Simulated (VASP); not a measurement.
# Be (Pm-3m) in VASP: notebook

Be is run at these levels: RPBE; tasks: single point.

All numbers are computed with VASP 6.6.1; they aren't measurements. Logs are shortened: lines on timing, memory, paths and dates and some standing lists are left out, and cuts for length are marked.

### 1 The cell of the first run

It takes space group Pm-3m (No. 221, cubic). Conventional cell: a = 2.100 Å, b = 2.100 Å, c = 2.100 Å, α = 90.00°, β = 90.00°, γ = 90.00°. Within 2.8 Å of Be (site symmetry m-3m) lie 6 Be at 2.10 Å.

### 2 Single point, RPBE (volume scaled by 0.88)

Input file INCAR:

```
ALGO = Normal
EDIFF = 1E-6
ENCUT = 520
GGA = RP
ISIF = 2
ISMEAR = -1
LASPH = T
LCHARG = F
LREAL = F
LWAVE = F
NBANDS = 7
NELM = 60
PREC = Accurate
SIGMA = 0.1
```

Input file KPOINTS:

```
k-points
0
Gamma
  16 16 16
```

Input file POSCAR:

```
Be
1.0
    2.1000795962      0.0000000000      0.0000000000
    0.0000000000      2.1000795962      0.0000000000
    0.0000000000      0.0000000000      2.1000795962
Be
1
Direct
    0.0000000000      0.0000000000      0.0000000000
```

Potentials or basis: VASP PAW PBE potentials, release 64 (Be).

Started as:

```console
$ cat potpaw_PBE.64/Be/POTCAR > POTCAR
$ mpirun -np 1 vasp_std > vasp.out
```

OUTCAR:

```text
EDIFF = 1E-6
   ENCUT = 520
   GGA = RP
   ISIF = 2
   ISMEAR = -1
   LASPH = T
   LREAL = F
   NELM = 60
   PREC = Accurate

 ion  position               nearest neighbor table
   1  0.000  0.000  0.000-

  LATTYP: Found a simple cubic cell.
 ALAT       =     2.1000795962

  Lattice vectors:

 A1 = (   2.1000795962,   0.0000000000,   0.0000000000)
 A2 = (   0.0000000000,   2.1000795962,   0.0000000000)
 A3 = (   0.0000000000,   0.0000000000,   2.1000795962)

Analysis of symmetry for initial positions (statically):
=====================================================================
 Subroutine PRICEL returns:
 Original cell was already a primitive cell.

 Routine SETGRP: Setting up the symmetry group for a
 simple cubic supercell.

 Subroutine GETGRP returns: Found 48 space group operations
 (whereof 48 operations were pure point group operations)
 out of a pool of 48 trial point group operations.

The static configuration has the point symmetry O_h .

Analysis of symmetry for dynamics (positions and initial velocities):
=====================================================================
 Subroutine PRICEL returns:
 Original cell was already a primitive cell.

 Routine SETGRP: Setting up the symmetry group for a
 simple cubic supercell.

 Subroutine GETGRP returns: Found 48 space group operations
 (whereof 48 operations were pure point group operations)
 out of a pool of 48 trial point group operations.

The dynamic configuration has the point symmetry O_h .

 Subroutine INISYM returns: Found 48 space group operations
 (whereof 48 operations are pure point group operations),
 and found     1 'primitive' translations

----------------------------------------------------------------------------------------

                                     Primitive cell

  volume of cell :       9.2621

  direct lattice vectors                    reciprocal lattice vectors
     2.100079596  0.000000000  0.000000000     0.476172428  0.000000000  0.000000000
     0.000000000  2.100079596  0.000000000     0.000000000  0.476172428  0.000000000
     0.000000000  0.000000000  2.100079596     0.000000000  0.000000000  0.476172428

  length of vectors
     2.100079596  2.100079596  2.100079596     0.476172428  0.476172428  0.476172428

  position of ions in fractional coordinates (direct lattice)
     0.000000000  0.000000000  0.000000000

  ion indices of the primitive-cell ions
   primitive index   ion index
                 1           1

----------------------------------------------------------------------------------------

 KPOINTS: k-points

Automatic generation of k-mesh.
 Grid dimensions read from file:
 generate k-points for:   16   16   16

 Generating k-lattice:

  Cartesian coordinates                     Fractional coordinates (reciprocal lattice)
     0.029760777  0.000000000  0.000000000     0.062500000  0.000000000  0.000000000
     0.000000000  0.029760777  0.000000000     0.000000000  0.062500000  0.000000000
     0.000000000  0.000000000  0.029760777     0.000000000  0.000000000  0.062500000

  Length of vectors
     0.029760777  0.029760777  0.029760777

  Shift w.r.t. Gamma in fractional coordinates (k-lattice)
     0.000000000  0.000000000  0.000000000

 Subroutine IBZKPT returns following result:
 ===========================================

 Found    165 irreducible k-points:

 Following reciprocal coordinates:
            Coordinates               Weight
  0.000000  0.000000  0.000000      1.000000
  0.062500  0.000000  0.000000      6.000000
  0.125000  0.000000  0.000000      6.000000
  0.187500  0.000000  0.000000      6.000000
  0.250000  0.000000  0.000000      6.000000
  0.312500  0.000000  0.000000      6.000000
[... 16 lines left out ...]
  0.437500  0.125000  0.000000     24.000000
  0.500000  0.125000  0.000000     12.000000
 [... further k-points ...]
   k-points           NKPTS =    165   k-points in BZ     NKDIM =    165   number of bands    NBANDS=      7
   number of dos      NEDOS =    301   number of ions     NIONS =      1
   total plane-waves  NPLWV =   4096
   dimension x,y,z NGX =    16 NGY =   16 NGZ =   16
   dimension x,y,z NGXF=    32 NGYF=   32 NGZF=   32
   ions per type =               1
   NGX,Y,Z   is equivalent  to a cutoff of  12.67, 12.67, 12.67 a.u.
   NGXF,Y,Z  is equivalent  to a cutoff of  25.33, 25.33, 25.33 a.u.
 SYSTEM =  unknown system
   PREC   = accura    normal or accurate (medium, high low for compatibility)
   ISTART =      0    job   : 0-new  1-cont  2-samecut
   ICHARG =      2    charge: 1-file 2-atom 10-const
   ISPIN  =      1    spin polarized calculation?
   LNONCOLLINEAR =      F non collinear calculations
   LSORBIT =      F    spin-orbit coupling
   LASPH  =      T    aspherical Exc in radial PAW
   ENCUT  =  520.0 eV  38.22 Ry    6.18 a.u.   3.90  3.90  3.90*2*pi/ulx,y,z
   NELM   =     60;   NELMIN=  2; NELMDL= -5     # of ELM steps
   EDIFF  = 0.1E-05   stopping-criterion for ELM
   LREAL  =      F    real-space projection
   EDIFFG = 0.1E-04   stopping-criterion for IOM
   NSW    =      0    number of steps for IOM
   IBRION =     -1    ionic relax: 0-MD 1-quasi-New 2-CG
   NFREE  =      0    steps in history (QN), initial steepest desc. (CG)
   ISIF   =      2    stress and relaxation
   ISYM   =      2    0-nonsym 1-usesym 2-fastsym
   POTIM  = 0.5000    time-step for ionic-motion
   TEBEG  =    0.0;   TEEND  =   0.0 temperature during run
   PSTRESS=    0.0 pullay stress
   NELECT =       2.0000    total number of electrons
   NUPDOWN=      -1.0000    fix difference up-down
   EMIN   =  10.00;   EMAX   =-10.00  energy-range for DOS
   EFERMI =   0.00;   METHOD = LEGACY
   ISMEAR =    -1;   SIGMA  =   0.10  broadening in eV -4-tet -1-fermi 0-gaus
   EFERMI_NEDOS =   21; number of points for ismear=-14 and -15
   IALGO  =     38    algorithm
   IMIX   =      4    mixing-type and parameters
     AMIX     =   0.40;   BMIX     =  1.00
     AMIX_MAG =   1.60;   BMIX_MAG =  1.00
  volume/ion in A,a.u.               =       9.26        62.50
  Fermi-wavevector in a.u.,A,eV,Ry     =   0.982160  1.856014 13.124710  0.964639
  Thomas-Fermi vector in A             =   2.113222
   LORBIT       =      0    0 simple, 1 ext, 2 COOP (PROOUT), +10 PAW based schemes
   GGA     = RP    functional components
   LHFCALC =     F    Hartree Fock is set to
   AEXX    =    0.0000 exact exchange contribution
   IVDW    =     0    specifies the selected vdW correction
   LEPSILON=     F    determine dielectric tensor
   LRPA    =     F    only Hartree local field effects (RPA)
 non-spin polarized calculation
  energy-cutoff  :      520.00
  volume of cell :        9.26
 maximum number of plane-waves:       280
 NGX is ok and might be reduce to    16
   NGX =  7   NGY =  7   NGZ =  7

 number of electron       2.0000000 magnetization

 Free energy of the ion-electron system (eV)
  ---------------------------------------------------
  ext. energy  EPLUGINS =         0.00000000
  ---------------------------------------------------
  free energy    TOTEN  =        -2.50519363 eV

  energy without entropy =       -2.49342384  energy(sigma->0) =       -2.49930874

 E-fermi :   5.6666     XC(G=0): -10.0836

 val. band max:        5.6441484167   @ k =   0.5000   0.2500   0.1875
 cond. band min:       5.6924705909   @ k =   0.4375   0.1875   0.1250
 fundamental gap:      0.0483221742
 Fermi energy:         5.6666198232

 k-point     1 :       0.0000    0.0000    0.0000
  band No.  band energies     occupation
      1      -4.6535      2.00000
      2      20.3499      0.00000
      3      20.3499      0.00000
      4      20.3499      0.00000
      5      25.9250      0.00000
      6      25.9250      0.00000
      7      35.8642      0.00000

 k-point     2 :       0.0625    0.0000    0.0000
  band No.  band energies     occupation
      1      -4.5516      2.00000
      2      18.8360      0.00000
      3      20.4557      0.00000
      4      20.4557      0.00000
      5      26.0525      0.00000
      6      27.5866      0.00000
      7      35.7711      0.00000

 k-point     3 :       0.1250    0.0000    0.0000
  band No.  band energies     occupation
      1      -4.2467      2.00000
      2      16.1783      0.00000
      3      20.7690      0.00000
      4      20.7690      0.00000
      5      26.4341      0.00000
      6      30.5842      0.00000
      7      35.5983      0.00000

 k-point     4 :       0.1875    0.0000    0.0000
  band No.  band energies     occupation
      1      -3.7411      2.00000
      2      13.4670      0.00000
      3      21.2766      0.00000
      4      21.2766      0.00000
      5      27.0659      0.00000
      6      33.0363      0.00000
      7      36.1306      0.00000

 k-point     5 :       0.2500    0.0000    0.0000
  band No.  band energies     occupation
      1      -3.0402      2.00000
      2      10.9045      0.00000
      3      21.9509      0.00000
      4      21.9509      0.00000
      5      27.9393      0.00000
      6      33.3473      0.00000
      7      38.6865      0.00000
[... 161 lines left out ...]
 k-point    22 :       0.3750    0.1250    0.0000
  band No.  band energies     occupation
      1      -0.6840      2.00000
      2       6.7419      0.00004
      3      20.4200      0.00000
      4      23.9309      0.00000
      5      28.7707      0.00000
      6      33.2915      0.00000
      7      37.5161      0.00000

 k-point    23 :       0.4375    0.1250    0.0000
  band No.  band energies     occupation
      1       0.4030      2.00000
      2       5.0455      1.99600
      3      21.3280      0.00000
      4      24.5646      0.00000
      5      27.4844      0.00000
      6      34.3379      0.00000
      7      36.4353      0.00000

 k-point    24 :       0.5000    0.1250    0.0000
  band No.  band energies     occupation
      1       1.0156      2.00000
      2       4.2289      2.00000
      3      21.7500      0.00000
      4      24.8157      0.00000
      5      26.9290      0.00000
      6      35.1806      0.00000
      7      35.6157      0.00000

 [... further k-points ...]
[... 5 lines left out ...]
  --------------------------------------------------------------------------------------
  -------------------------------------------------------------------------------------
  Total        0.6738419      0.6738419      0.6738419      0.0000000      0.0000000     -0.0000000
  in kB      116.5631724    116.5631724    116.5631724      0.0000000      0.0000000     -0.0000000
  external PRESSURE =     116.5631724 kB  Pullay stress =       0.0000000 kB

 VOLUME and BASIS-vectors are now :
 -----------------------------------------------------------------------------
  energy-cutoff  :      520.00
  volume of cell :        9.26
      direct lattice vectors                 reciprocal lattice vectors
     2.100079596  0.000000000  0.000000000     0.476172428  0.000000000  0.000000000
     0.000000000  2.100079596  0.000000000     0.000000000  0.476172428  0.000000000
     0.000000000  0.000000000  2.100079596     0.000000000  0.000000000  0.476172428

 POSITION                                       TOTAL-FORCE (eV/Angst)
 -----------------------------------------------------------------------------------
      0.00000      0.00000      0.00000         0.000000      0.000000      0.000000
 -----------------------------------------------------------------------------------
    total drift:                               -0.000000     -0.000000     -0.000000

  FREE ENERGIE OF THE ION-ELECTRON SYSTEM (eV)
  ---------------------------------------------------
  free  energy   TOTEN  =        -2.5051936343 eV

  energy  without entropy=       -2.4934238449  energy(sigma->0) =       -2.49930874
```

Run time: 3 s. Hardware: 1 thread of Intel Xeon Platinum 8488C (Sapphire Rapids), shared host; peak memory 0.11 GiB.

Results:

- Free energy: -2.5052 eV
- Pressure: 11.7 GPa
- Band gap on the k mesh: zero (band 1 reaches 11.52 eV, above the bottom of band 2 at 3.98 eV)

Levels at points of the mesh, in eV from the Fermi level:
```csv
k point,band 1,band 2,band 3,band 4,band 5,band 6
"(0.00, 0.00, 0.00)",-10.32,14.68,14.68,14.68,20.26,20.26
"(0.50, 0.00, 0.00)",-5.15,-1.69,18.78,18.78,26.43,26.55
"(0.50, 0.50, 0.00)",0.69,0.69,6.74,8.12,22.16,34.61
"(0.50, 0.50, 0.50)",5.85,5.85,5.85,13.80,13.80,13.80
```

Caveat: the PAW data sets were made with another functional, which shifts forces and pressure a little.

### 3 Single point, RPBE (volume scaled by 0.92)

Input file INCAR:

```
SYSTEM = Be
PREC = Accurate
ENCUT = 520
EDIFF = 1E-7
ISMEAR = -1
SIGMA = 0.1
LREAL = .FALSE.
LASPH = .TRUE.
NELM = 100
ALGO = Normal
ISIF = 2
LWAVE = .FALSE.
LCHARG = .FALSE.
GGA = RP
NBANDS = 7
```

Input file KPOINTS:

```
Automatic mesh
0
G
  16 16 16
  0 0 0
```

Input file POSCAR:

```
Be
1.0
    2.1314286895      0.0000000000      0.0000000000
    0.0000000000      2.1314286895      0.0000000000
    0.0000000000      0.0000000000      2.1314286895
Be
1
Direct
    0.0000000000      0.0000000000      0.0000000000
```

Potentials or basis: VASP PAW PBE potentials, release 64 (Be).

Started as:

```console
$ cat potpaw_PBE.64/Be/POTCAR > POTCAR
$ mpirun -np 1 vasp_std > vasp.out
```

It took 4.2 s on 1 thread of Intel Xeon Platinum 8488C (Sapphire Rapids), shared host; peak memory 0.11 GiB.

The run converged. Its results:

```yaml
Free_energy: -2.5296 eV
Pressure: 7.1 GPa
Band_gap_on_the_k_mesh: zero (band 1 reaches 10.99 eV, above the bottom of band 2 at 3.57 eV)
```

Levels at points of the mesh, in eV from the Fermi level:
| k point | band 1 | band 2 | band 3 | band 4 | band 5 |
| --- | --- | --- | --- | --- | --- |
| (0.00, 0.00, 0.00) | -10.05 | 14.24 | 14.24 | 14.24 | 19.76 |
| (0.50, 0.00, 0.00) | -4.91 | -1.73 | 18.17 | 18.17 | 25.70 |
| (0.50, 0.50, 0.00) | 0.71 | 0.71 | 6.68 | 7.70 | 21.41 |
| (0.50, 0.50, 0.50) | 5.69 | 5.69 | 5.69 | 13.52 | 13.52 |

Caveat: the PAW data sets were made with another functional, which shifts forces and pressure a little.

### 4 Single point, RPBE (volume scaled by 0.96)

Input file INCAR:

```
PREC     = Accurate       # precision mode
ENCUT    = 520            # plane-wave cutoff, eV
EDIFF    = 1E-6           # SCF threshold, eV
ISMEAR   = -1             # smearing method
SIGMA    = 0.1            # smearing width, eV
LREAL    = False          # projectors in reciprocal space
LASPH    = True           # aspherical terms in the spheres
NELM     = 80             # most SCF steps
ALGO     = Normal         # electronic algorithm
ISIF     = 2              # what is computed and relaxed
LWAVE    = False          # write WAVECAR
LCHARG   = False          # write CHGCAR
GGA      = RP             # functional
NBANDS   = 7              # bands
```

Input file KPOINTS:

```
Automatic mesh
0
Gamma
  16 16 16
```

Input file POSCAR:

```
Be
1.0
    2.1618817852      0.0000000000      0.0000000000
    0.0000000000      2.1618817852      0.0000000000
    0.0000000000      0.0000000000      2.1618817852
Be
1
Direct
    0.0000000000      0.0000000000      0.0000000000
```

Potentials or basis: VASP PAW PBE potentials, release 64 (Be).

Started as:

```console
$ cat potpaw_PBE.64/Be/POTCAR > POTCAR
$ mpirun -np 1 vasp_std > vasp.out
```

OUTCAR:

```text
PREC = Accurate
   ENCUT = 520
   EDIFF = 1E-6
   ISMEAR = -1
   LREAL = False
   LASPH = True
   NELM = 80
   ISIF = 2
   GGA = RP

 ion  position               nearest neighbor table
   1  0.000  0.000  0.000-

  LATTYP: Found a simple cubic cell.
 ALAT       =     2.1618817852

  Lattice vectors:

 A1 = (   2.1618817852,   0.0000000000,   0.0000000000)
 A2 = (   0.0000000000,   2.1618817852,   0.0000000000)
 A3 = (   0.0000000000,   0.0000000000,   2.1618817852)

Analysis of symmetry for initial positions (statically):
=====================================================================
 Subroutine PRICEL returns:
 Original cell was already a primitive cell.

 Routine SETGRP: Setting up the symmetry group for a
 simple cubic supercell.

 Subroutine GETGRP returns: Found 48 space group operations
 (whereof 48 operations were pure point group operations)
 out of a pool of 48 trial point group operations.

The static configuration has the point symmetry O_h .

[... 155 lines left out ...]
  energy without entropy =       -2.53100882  energy(sigma->0) =       -2.53708356

 E-fermi :   4.9645     XC(G=0):  -9.8103

 val. band max:        4.9314739446   @ k =   0.4375   0.1875   0.1250
 cond. band min:       4.9741252842   @ k =   0.4375   0.3750   0.2500
 fundamental gap:      0.0426513396
 Fermi energy:         4.9645122512

 k-point     1 :       0.0000    0.0000    0.0000
  band No.  band energies     occupation
      1      -4.8299      2.00000
      2      18.7903      0.00000
      3      18.7903      0.00000
      4      18.7903      0.00000
      5      24.2629      0.00000
      6      24.2629      0.00000
      7      33.2446      0.00000
[... 221 lines left out ...]
 k-point    24 :       0.5000    0.1250    0.0000
  band No.  band energies     occupation
      1       0.7276      2.00000
      2       3.4488      2.00000
      3      20.0409      0.00000
      4      22.9060      0.00000
      5      25.2002      0.00000
      6      32.9894      0.00000
      7      33.2770      0.00000

 [... further k-points ...]

------------------------ aborting loop because EDIFF is reached ----------------------------------------

  FORCE on cell =-STRESS in cart. coord.  units (eV):
  Direction    XX          YY          ZZ          XY          YZ          ZX
  --------------------------------------------------------------------------------------
  -------------------------------------------------------------------------------------
  Total        0.2078710      0.2078710      0.2078710      0.0000000      0.0000000     -0.0000000
  in kB       32.9616357     32.9616357     32.9616357      0.0000000      0.0000000     -0.0000000
  external PRESSURE =      32.9616357 kB  Pullay stress =       0.0000000 kB

 VOLUME and BASIS-vectors are now :
 -----------------------------------------------------------------------------
  energy-cutoff  :      520.00
  volume of cell :       10.10
      direct lattice vectors                 reciprocal lattice vectors
     2.161881785  0.000000000  0.000000000     0.462559982  0.000000000  0.000000000
     0.000000000  2.161881785  0.000000000     0.000000000  0.462559982  0.000000000
     0.000000000  0.000000000  2.161881785     0.000000000  0.000000000  0.462559982

 POSITION                                       TOTAL-FORCE (eV/Angst)
 -----------------------------------------------------------------------------------
      0.00000      0.00000      0.00000         0.000000      0.000000      0.000000
 -----------------------------------------------------------------------------------
    total drift:                               -0.000000     -0.000000     -0.000000

  FREE ENERGIE OF THE ION-ELECTRON SYSTEM (eV)
  ---------------------------------------------------
  free  energy   TOTEN  =        -2.5431583000 eV

  energy  without entropy=       -2.5310088223  energy(sigma->0) =       -2.53708356
```

stdout:

```text
POSCAR found type information on POSCAR Be
 POSCAR found :  1 types and       1 ions
 scaLAPACK will be used
 -----------------------------------------------------------------------------
|                                                                             |
|                                                                             |
|     You enforced a specific xc type in the INCAR file but a different       |
|     I HOPE YOU KNOW WHAT YOU ARE DOING!                                     |
|                                                                             |
 -----------------------------------------------------------------------------

 LDA part: xc-table for (Slater+PW92), standard interpolation
 POSCAR, INCAR and KPOINTS ok, starting setup
 FFT: planning ... GRIDC
 FFT: planning ... GRID_SOFT
 FFT: planning ... GRID
 WAVECAR not read
 entering main loop
```

Run time: 3 s. Hardware: 1 thread of Intel Xeon Platinum 8488C (Sapphire Rapids), shared host; peak memory 0.11 GiB.

Results:

```
Free energy            : -2.5432 eV
Pressure               : 3.3 GPa
Band gap on the k mesh : zero (band 1 reaches 10.49 eV, above the bottom of band 2 at 3.19 eV)
```

Caveat: the PAW data sets were made with another functional, which shifts forces and pressure a little.

(Part 1 of 2 ends here.)
